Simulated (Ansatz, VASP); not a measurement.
**Two plane-wave programs on P**

Contents of INCAR:

```
PREC = Accurate ; ENCUT = 520
EDIFF = 1E-6 ; ISMEAR = -1
SIGMA = 0.1 ; LREAL = False
LASPH = True ; NELM = 100
ALGO = Normal ; ISIF = 2
LWAVE = False ; LCHARG = False
GGA = CA ; NBANDS = 8
```

File KPOINTS:

```
Automatic mesh
0
Gamma
  17 17 17
```

File POSCAR:

```
P
1.0
    0.0000000000      1.4606113894      1.4606113894
    1.4606113894      0.0000000000      1.4606113894
    1.4606113894      1.4606113894      0.0000000000
P
1
Direct
    0.0000000000      0.0000000000      0.0000000000
```

Input for Ansatz:

```yaml
crystal:
  lattice:
    - [0.0, 1.4606113894, 1.4606113894]
    - [1.4606113894, 0.0, 1.4606113894]
    - [1.4606113894, 1.4606113894, 0.0]
  atoms:
    - { symbol: P, position: [0.0, 0.0, 0.0] }
kpoints:
  mp_grid: { grid: [17, 17, 17] }
scf:
  occupations: { method: fermi_dirac, width: 0.1 }
hamiltonian:
  xc: lda
  pseudopotentials: { kind: paw, source: ansatz }
output:
  forces: true
  stress: true
  eigenvalues: true
  write_density: true
  write_potential: true
  elf: true
  volumetric_format: npy
```

Change from the starting cell: volume scaled by 0.45, PAW files, source ansatz.

Alike in both runs: task single point; functional LDA; k mesh 17 × 17 × 17; occupations fermi-dirac, width 0.1 eV; no spin polarisation.

|  | VASP | Ansatz |
| --- | --- | --- |
| version | VASP 6.6.1 | Ansatz 0.2.0 |
| potentials or method | VASP PAW LDA potentials, release 64 (P) | PAW with other files of Ansatz's library (source ansatz), scalar-relativistic |
| plane-wave cutoff (eV) | 520 | 600 |
| valence electrons in the cell | 5 | 5 |

Ansatz gave:

```
pressure (GPa) : 392.0
```

Problem. Estimate VASP's values.

Solution. Pressure (GPa): 383.0.

LDA's correlation is that of Perdew and Zunger in VASP and of Perdew and Wang (1992) in Ansatz. Both programs put the cell under a high pressure, so it lies far from rest at this level.

Noted on VASP's run: the cell as given lies far from equilibrium.
